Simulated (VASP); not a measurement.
# Si4C5 in VASP: a series of runs

Runs on Si4C5. Level: PBE. Tasks: single point.

Everything below comes from runs of VASP 6.6.1. Logs are shortened: lines on timing, memory, paths and dates and some standing lists are left out, and cuts for length are marked.

**1. The cell of the first run**

The cell holds a slab with vacuum, 9 atoms: a = 3.092 Å, b = 3.092 Å, c = 25.234 Å, α = 90.00°, β = 90.00°, γ = 120.00°.

**2. Single point, PBE, collinear spin**

File INCAR:

```
PREC = Accurate
ENCUT = 520
EDIFF = 1E-6
ISMEAR = 0
SIGMA = 0.05
LREAL = False
LASPH = True
NELM = 150
ALGO = Normal
ISIF = 2
LWAVE = False
LCHARG = True
ISPIN = 2
MAGMOM = 0 0 0 0 2 0 0 0 0
LORBIT = 11
LDIPOL = True
IDIPOL = 3
DIPOL = 0.5 0.5 0.353
GGA = PE
LELF = True
LVHAR = True
LVACPOTAV = True
NBANDS = 32
LUSENCCL = False
```

File KPOINTS:

```
Automatic mesh
0
Gamma
  9 9 1
```

File POSCAR:

```
Si4C5
1.0
    3.0920147208      0.0000000000      0.0000000000
   -1.5460073604      2.6777632971      0.0000000000
    0.0000000000      0.0000000000     25.2337106667
C Si
5 4
Direct
    0.3333333333      0.6666666667      0.1585181051
    0.6666666667      0.3333333333      0.2590546646
    0.3333333333      0.6666666667      0.3607902149
    0.6666666667      0.3333333333      0.4623551549
    0.4444444444      0.5555555556      0.6009306704
    0.6666666667      0.3333333333      0.1834768895
    0.3333333333      0.6666666667      0.2840134490
    0.6666666667      0.3333333333      0.3842867907
    0.3333333333      0.6666666667      0.4848161584
```

Potentials or basis: VASP PAW PBE potentials, release 64 (C, Si).

Run with:

```bash
$ cat potpaw_PBE.64/C/POTCAR potpaw_PBE.64/Si/POTCAR > POTCAR
$ mpirun -np 1 vasp_std > vasp.out
```

OUTCAR:

```text
PREC = Accurate
   ENCUT = 520
   EDIFF = 1E-6
   ISMEAR = 0
   LREAL = False
   LASPH = True
   NELM = 150
   ISIF = 2
   ISPIN = 2
   LORBIT = 11
   GGA = PE

 ion  position               nearest neighbor table
   1  0.333  0.667  0.159-   6 1.89   6 1.89   6 1.89
   2  0.667  0.333  0.259-   7 1.89   7 1.89   7 1.89   6 1.91
   3  0.333  0.667  0.361-   8 1.88   8 1.88   8 1.88   7 1.94
   4  0.667  0.333  0.462-   9 1.87   9 1.87   9 1.87   8 1.97
   5  0.444  0.556  0.601-
   6  0.667  0.333  0.183-   1 1.89   1 1.89   1 1.89   2 1.91   7 3.10   7 3.10   7 3.10
   7  0.333  0.667  0.284-   2 1.89   2 1.89   2 1.89   3 1.94   8 3.10   8 3.10   8 3.10   6 3.10
                             6 3.10   6 3.10
   8  0.667  0.333  0.384-   3 1.88   3 1.88   3 1.88   4 1.97   7 3.10   7 3.10   7 3.10   9 3.10
                             9 3.10   9 3.10
   9  0.333  0.667  0.485-   4 1.87   4 1.87   4 1.87   8 3.10   8 3.10   8 3.10

  LATTYP: Found a hexagonal cell.
 ALAT       =     3.0920147208
 C/A-ratio  =     8.1609283736

  Lattice vectors:

 A1 = (   3.0920147208,   0.0000000000,   0.0000000000)
 A2 = (  -1.5460073604,   2.6777632971,   0.0000000000)
 A3 = (   0.0000000000,   0.0000000000,  25.2337106667)

Analysis of symmetry for initial positions (statically):
=====================================================================
 Subroutine PRICEL returns:
 Original cell was already a primitive cell.

 Routine SETGRP: Setting up the symmetry group for a
 hexagonal supercell.

 Subroutine GETGRP returns: Found  2 space group operations
 (whereof  2 operations were pure point group operations)
 out of a pool of 24 trial point group operations.

The static configuration has the point symmetry C_1h.

Analysis of symmetry for dynamics (positions and initial velocities):
=====================================================================
 Subroutine PRICEL returns:
 Original cell was already a primitive cell.

 Routine SETGRP: Setting up the symmetry group for a
 hexagonal supercell.

 Subroutine GETGRP returns: Found  2 space group operations
 (whereof  2 operations were pure point group operations)
 out of a pool of 24 trial point group operations.

The dynamic configuration has the point symmetry C_1h.

Analysis of structural, dynamic, and magnetic symmetry:
=====================================================================
 Subroutine PRICEL returns:
 Original cell was already a primitive cell.

 Routine SETGRP: Setting up the symmetry group for a
 hexagonal supercell.

 Subroutine GETGRP returns: Found  2 space group operations
 (whereof  2 operations were pure point group operations)
 out of a pool of 24 trial point group operations.

The overall configuration has the point symmetry C_1h.

[... 167 lines left out ...]
 fundamental gap:      0.0003644616
 Fermi energy:         0.1443140314

 spin component 1

 k-point     1 :       0.0000    0.0000    0.0000
  band No.  band energies     occupation
      1     -16.0171      1.00000
      2     -15.0492      1.00000
      3     -13.9569      1.00000
      4     -12.3453      1.00000
      5      -9.3849      1.00000
      6      -8.2624      1.00000
[... 781 lines left out ...]
     29       7.7691      0.00000
     30       8.4701      0.00000

 [... further k-points ...]

 spin component 2

 k-point     1 :       0.0000    0.0000    0.0000
  band No.  band energies     occupation
      1     -16.0088      1.00000
      2     -15.0394      1.00000
      3     -13.9488      1.00000
      4     -12.3419      1.00000
      5      -8.7506      1.00000
      6      -8.1529      1.00000
[... 781 lines left out ...]
     29       7.8148      0.00000
     30       8.4882      0.00000

 [... further k-points ...]

 [bands above 30 left out]

------------------------ aborting loop because EDIFF is reached ----------------------------------------

  FORCE on cell =-STRESS in cart. coord.  units (eV):
  Direction    XX          YY          ZZ          XY          YZ          ZX
  --------------------------------------------------------------------------------------
  -------------------------------------------------------------------------------------
  Total       -2.4207991     -2.3290482     -6.0409954      0.0794586      0.4210930     -0.7293590
  in kB      -18.5641250    -17.8605246    -46.3259392      0.6093358      3.2291914     -5.5931580
  external PRESSURE =     -27.5835296 kB  Pullay stress =       0.0000000 kB

 VOLUME and BASIS-vectors are now :
 -----------------------------------------------------------------------------
  energy-cutoff  :      520.00
  volume of cell :      208.93
      direct lattice vectors                 reciprocal lattice vectors
     3.092014721  0.000000000  0.000000000     0.323413725  0.186723001 -0.000000000
    -1.546007360  2.677763297  0.000000000     0.000000000  0.373446003  0.000000000
     0.000000000  0.000000000 25.233710667     0.000000000 -0.000000000  0.039629526

 POSITION                                       TOTAL-FORCE (eV/Angst)
 -----------------------------------------------------------------------------------
     -0.00000      1.78518      4.00000         0.002021     -0.001167      2.351291
      1.54601      0.89259      6.53691        -0.004036      0.002330      1.034828
     -0.00000      1.78518      9.10408         0.005430     -0.003135     -0.153283
      1.54601      0.89259     11.66694         0.016933     -0.009776     -0.361636
      0.51534      1.48765     15.16371        -0.220327      0.127206     -1.556937
      1.54601      0.89259      4.62980         0.000279     -0.000161     -2.805060
     -0.00000      1.78518      7.16671         0.002903     -0.001676     -0.517607
      1.54601      0.89259      9.69698         0.018571     -0.010722      0.326223
     -0.00000      1.78518     12.23371         0.178225     -0.102898      1.682179
 -----------------------------------------------------------------------------------
    total drift:                               -0.000066      0.000038      0.000059

  FREE ENERGIE OF THE ION-ELECTRON SYSTEM (eV)
  ---------------------------------------------------
  free  energy   TOTEN  =       -59.2727309717 eV

  energy  without entropy=      -59.2599746526  energy(sigma->0) =      -59.26635281

 vacuum level on the upper side and lower side of the slab         6.661         6.752

 total charge

# of ion       s       p       d       tot
------------------------------------------
    1        0.873   1.514   0.000   2.387
    2        0.846   1.680   0.000   2.527
    3        0.839   1.693   0.000   2.532
    4        0.843   1.673   0.000   2.517
    5        1.063   0.871   0.000   1.933
    6        0.707   0.952   0.000   1.659
    7        0.705   0.945   0.000   1.650
    8        0.710   0.944   0.000   1.655
    9        0.732   0.881   0.000   1.613
--------------------------------------------------
tot          7.320  11.153   0.000  18.473

 magnetization (x)

# of ion       s       p       d       tot
------------------------------------------
    1       -0.001   0.001   0.000   0.001
    2        0.000   0.005   0.000   0.005
    3        0.000   0.003   0.000   0.003
    4       -0.000   0.005   0.000   0.004
    5        0.017   0.278   0.000   0.295
    6       -0.000  -0.000   0.000  -0.000
    7       -0.000   0.000   0.000  -0.000
    8       -0.001   0.000   0.000  -0.001
    9        0.005   0.019   0.000   0.023
--------------------------------------------------
tot          0.020   0.310   0.000   0.330
```

stdout:

```text
Offloading initialized ...    1 GPUs detected
 POSCAR found type information on POSCAR C Si
 POSCAR found :  2 types and       9 ions
 scaLAPACK will be used selectively (only on CPU)
 LDA part: xc-table for (Slater+PW92), standard interpolation
 POSCAR, INCAR and KPOINTS ok, starting setup
 FFT: planning ... GRIDC
 FFT: planning ... GRID_SOFT
 FFT: planning ... GRID
 WAVECAR not read
 entering main loop
 -----------------------------------------------------------------------------
|                                                                             |
|           W    W    AA    RRRRR   N    N  II  N    N   GGGG   !!!           |
|           W    W   A  A   R    R  NN   N  II  NN   N  G    G  !!!           |
|           W    W  A    A  R    R  N N  N  II  N N  N  G       !!!           |
|           W WW W  AAAAAA  RRRRR   N  N N  II  N  N N  G  GGG   !            |
|           WW  WW  A    A  R   R   N   NN  II  N   NN  G    G                |
|           W    W  A    A  R    R  N    N  II  N    N   GGGG   !!!           |
|                                                                             |
|     Did not find any points to average over, which means that no vacuum     |
|     field-free region was found. Please increase the size of  your cell     |
|     in the dimension of the dipole correction to obtain accurate            |
|     workfunction values.                                                    |
|                                                                             |
 -----------------------------------------------------------------------------
```

Wall time 8.7 min (1 × NVIDIA H100 80GB with 1 thread of AMD EPYC 7R13 (Zen 3), shared host); peak memory 1.5 GiB.

Results:

```
Free energy                                           : -59.2727 eV
Largest force                                         : 2.805 eV/Å
Net moment                                            : 0.68 μB per cell
Site moments                                          : C +0.00, +0.01, +0.29 (each value once); Si -0.00, +0.02 (each value once) μB
Valence electrons inside the program's atomic spheres : C 2.39, 2.53, 2.52, 1.93 (each value once); Si 1.66, 1.65, 1.61 (each value once)
```

Forces on the atoms (eV/Å):
```
C    0.002 -0.001  2.351
C   -0.004  0.002  1.035
C    0.005 -0.003 -0.153
C    0.017 -0.010 -0.362
C   -0.220  0.127 -1.557
Si   0.000  0.000 -2.805
Si   0.003 -0.002 -0.518
Si   0.019 -0.011  0.326
Si   0.178 -0.103  1.682
```

**3. Single point, PBE, collinear spin**

File INCAR:

```
SYSTEM = Si4C5
PREC = Accurate
ENCUT = 520
EDIFF = 1E-6
ISMEAR = 0
SIGMA = 0.05
LREAL = .FALSE.
LASPH = .TRUE.
NELM = 150
ALGO = Normal
ISIF = 2
LWAVE = .FALSE.
LCHARG = .FALSE.
ISPIN = 2
MAGMOM = 0 0 0 0 2 0 0 0 0
LORBIT = 11
LDIPOL = .TRUE.
IDIPOL = 3
DIPOL = 0.5 0.5 0.347
GGA = PE
NBANDS = 32
LUSENCCL = .FALSE.
```

File KPOINTS:

```
regular mesh
0
G
  9 9 1
  0 0 0
```

POSCAR: that of step 2 with these lines changed.

```diff
@@ -12,3 +12,3 @@
     0.6666666667      0.3333333333      0.4623551549
-    0.4444444444      0.5555555556      0.6009306704
+    0.5555555556      0.4444444444      0.5462419241
     0.6666666667      0.3333333333      0.1834768895
```

Potentials or basis: VASP PAW PBE potentials, release 64 (C, Si).

Run with:

```bash
$ cat potpaw_PBE.64/C/POTCAR potpaw_PBE.64/Si/POTCAR > POTCAR
$ mpirun -np 1 vasp_std > vasp.out
```

It took 11 min on 1 × NVIDIA H100 80GB with 1 thread of AMD EPYC 7R13 (Zen 3), shared host; peak memory 1.5 GiB.

The run converged. Its results:

- Free energy: -61.0841 eV
- Largest force: 2.858 eV/Å
- Net moment: 0.13 μB per cell
- Site moments: C -0.00, +0.00, +0.01, +0.06 (each value once); Si -0.00, +0.00 (each value once) μB
- Valence electrons inside the program's atomic spheres: C 2.39, 2.53, 2.52, 2.08 (each value once); Si 1.66, 1.65 (each value once)

Forces on the atoms (eV/Å):
```
C    0.013 -0.008  2.360
C   -0.009  0.005  1.183
C   -0.015  0.009  0.053
C    0.541 -0.312 -1.129
C   -0.383  0.221 -1.447
Si  -0.009  0.005 -2.858
Si  -0.016  0.009 -0.716
Si  -0.088  0.051  0.231
Si  -0.035  0.020  2.323
```

Levels at points of the mesh, in eV from the Fermi level:
Spin up:
```
           k point  band 14  band 15  band 16  band 17  band 18  band 19  band 20  band 21  band 22  band 23
(0.00, 0.00, 0.00)    -1.30    -0.54     0.07     0.18     0.18     1.40     1.72     3.82     4.44     5.22
```
Spin down:
```tsv
k point	band 15	band 16	band 17	band 18	band 19	band 20	band 21	band 22
(0.00, 0.00, 0.00)	-0.53	0.15	0.18	0.18	1.47	1.94	3.83	4.45
```

**4. Single point, PBE, collinear spin**

File INCAR:

```
SYSTEM = Si4C5
  PREC = Accurate
  ENCUT = 520
  EDIFF = 1E-7
  ISMEAR = 0
  SIGMA = 0.05
  LREAL = .FALSE.
  LASPH = .TRUE.
  NELM = 150
  ALGO = Normal
  ISIF = 2
  LWAVE = .FALSE.
  LCHARG = .FALSE.
  ISPIN = 2
  MAGMOM = 0 0 0 0 2 0 0 0 0
  LORBIT = 11
  LDIPOL = .TRUE.
  IDIPOL = 3
  DIPOL = 0.5 0.5 0.351
  GGA = PE
  NBANDS = 32
  LUSENCCL = .FALSE.
```

File KPOINTS:

```
Automatic mesh
0
G
  9 9 1
  0 0 0
```

POSCAR: that of step 3 with these lines changed.

```diff
@@ -12,3 +12,3 @@
     0.6666666667      0.3333333333      0.4623551549
-    0.5555555556      0.4444444444      0.5462419241
+    0.5555555556      0.4444444444      0.5811159072
     0.6666666667      0.3333333333      0.1834768895
```

Run with:

```bash
$ cat potpaw_PBE.64/C/POTCAR potpaw_PBE.64/Si/POTCAR > POTCAR
$ mpirun -np 1 vasp_std > vasp.out
```

It took 11 min on 1 × NVIDIA H100 80GB with 1 thread of AMD EPYC 7R13 (Zen 3), shared host; peak memory 1.5 GiB.

The run converged. Its results:

```
Free energy                                           : -60.0392 eV
Largest force                                         : 2.843 eV/Å
Net moment                                            : -0.05 μB per cell
Site moments                                          : C -0.37, -0.06, -0.01, +0.01, +0.43; Si +0.01, -0.01 (each value once) μB
Valence electrons inside the program's atomic spheres : C 2.40, 2.53, 2.52, 1.96 (each value once); Si 1.67, 1.65, 1.66, 1.60
```

Forces on the atoms (eV/Å):
```
C    0.000  0.000  2.512
C   -0.002  0.001  0.754
C    0.011 -0.007 -0.517
C    0.087 -0.050 -0.998
C   -0.613  0.354 -1.500
Si   0.000  0.000 -2.843
Si   0.005 -0.003 -0.242
Si   0.055 -0.032  0.666
Si   0.456 -0.263  2.169
```

Levels at points of the mesh, in eV from the Fermi level:
Spin up:
```
           k point  band 15  band 16  band 17  band 18  band 19  band 20  band 21  band 22
(0.00, 0.00, 0.00)    -1.24    -0.21    -0.11    -0.11     1.96     1.99     3.22     3.75
```
Spin down:
```tsv
k point	band 15	band 16	band 17	band 18	band 19	band 20	band 21	band 22
(0.00, 0.00, 0.00)	-1.48	-0.49	-0.49	-0.25	2.91	3.06	3.56	3.74
```

**5. Summary**

```csv
cell,gap on the mesh (eV),moment (μB),largest force (eV/Å)
"as given, atomic positions A",none,0.68,2.81
"as given, atomic positions B",none,0.13,2.86
"as given, atomic positions C",none,0.05,2.84
```

Alike in all rows: task single point; level PBE; potentials or basis VASP PAW PBE potentials, release 64 (C, Si); spin collinear; k mesh 9 × 9 × 1; cutoff (eV) 520; smearing gaussian 0.05 eV.

Absolute energies hang on the potentials; compare differences alone.
